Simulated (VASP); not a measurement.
Crystal: PbSe.

```
Pb Se
1.0
     4.18057    0.00000    0.00000
     0.25485    4.20592    0.00000
     0.82742    1.63117    3.80123
Pb Se
1 1
Direct
  0.31084 0.29925 0.26640
  0.93916 0.95075 0.98360
```

- Program: VASP 6.6.1
- Task: relaxation of cell and atoms
- Functional: PBE
- Potentials or basis: VASP PAW PBE potentials, release 64 (Pb_d, Se)
- Cutoff: 600 eV
- k mesh: 4 × 4 × 4
- Occupations: gaussian, width 0.1 eV
- Spin: no spin polarisation

At the start: pressure -0.1 GPa; volume 33.42 Å³/atom.

Where does the relaxation end?

Over 39 steps the energy falls by 96.5 meV/atom and the volume is 30.43 Å³/atom (-8.9 %); space group P1 (No. 1, to 0.1 Å) before, I4mm (No. 107, to 0.1 Å).

Step by step:
| step | energy change (eV) | largest force (eV/Å) | pressure (GPa) | volume (Å³) |
| --- | --- | --- | --- | --- |
| 1 | 0.0000 | 0.0407 | -0.11 | 66.84 |
| 2 | -0.0018 | 0.0513 | 0.03 | 66.61 |
| 3 | -0.0054 | 0.1026 | 0.48 | 65.90 |
| 4 | -0.0030 | 0.2301 | 1.48 | 64.43 |
| 5 | -0.0060 | 0.1459 | 0.80 | 65.40 |
| 6 | -0.0067 | 0.1447 | 0.79 | 65.42 |
| 7 | -0.0085 | 0.1432 | 0.73 | 65.49 |
| 8 | -0.0118 | 0.1403 | 0.62 | 65.60 |
| 9 | -0.0169 | 0.1385 | 0.42 | 65.80 |
| 10 | -0.0201 | 0.1543 | 0.08 | 66.05 |
| 11 | -0.0238 | 0.1336 | -0.04 | 66.25 |
| 12 | -0.0311 | 0.1052 | -0.40 | 66.80 |
| 13 | -0.0262 | 0.2376 | -0.96 | 67.70 |
| 14 | -0.0324 | 0.1183 | -0.54 | 67.05 |
| 15 | -0.0382 | 0.0893 | -0.37 | 66.78 |
| 16 | -0.0523 | 0.0635 | 0.18 | 65.92 |
| 17 | -0.0581 | 0.2315 | 1.42 | 63.89 |
| 18 | -0.0604 | 0.1734 | 0.99 | 64.60 |
| 19 | -0.0663 | 0.1770 | 0.88 | 64.68 |
| 20 | -0.0794 | 0.1977 | 0.55 | 64.84 |
| 21 | -0.0731 | 0.2519 | 0.00 | 64.82 |
| 22 | -0.0826 | 0.2231 | 0.35 | 64.88 |
| 23 | -0.0905 | 0.2046 | 0.15 | 65.11 |
| 24 | -0.1084 | 0.1724 | -0.43 | 65.76 |
| 25 | -0.1196 | 0.2031 | -1.38 | 66.98 |
| 26 | -0.1278 | 0.2220 | -1.20 | 66.44 |
| 27 | -0.1446 | 0.2897 | -0.60 | 64.79 |
| 28 | -0.1361 | 0.4109 | 0.95 | 61.37 |
| 29 | -0.1482 | 0.3452 | -0.11 | 63.54 |
| 30 | -0.1585 | 0.2551 | -0.08 | 63.15 |
| 31 | -0.1671 | 0.1279 | 0.23 | 61.99 |
| 32 | -0.1679 | 0.1307 | 0.14 | 62.25 |
| 33 | -0.1776 | 0.0971 | -0.03 | 62.13 |
| 34 | -0.1876 | 0.0579 | -0.25 | 61.87 |
| 35 | -0.1882 | 0.0535 | -0.30 | 61.78 |
| 36 | -0.1905 | 0.0700 | 0.12 | 61.03 |
| 37 | -0.1907 | 0.0776 | 0.31 | 60.74 |
| 38 | -0.1926 | 0.0348 | 0.15 | 60.81 |
| 39 | -0.1930 | 0.0084 | 0.03 | 60.87 |

Final structure:
```
Pb Se
1.0
     4.28833   -0.21584    0.85233
     0.17951    4.36539    0.24782
     1.61953    1.94448    3.66473
Pb Se
1 1
Direct
  0.35357 0.35478 0.16754
  0.89643 0.89522 0.08246
```
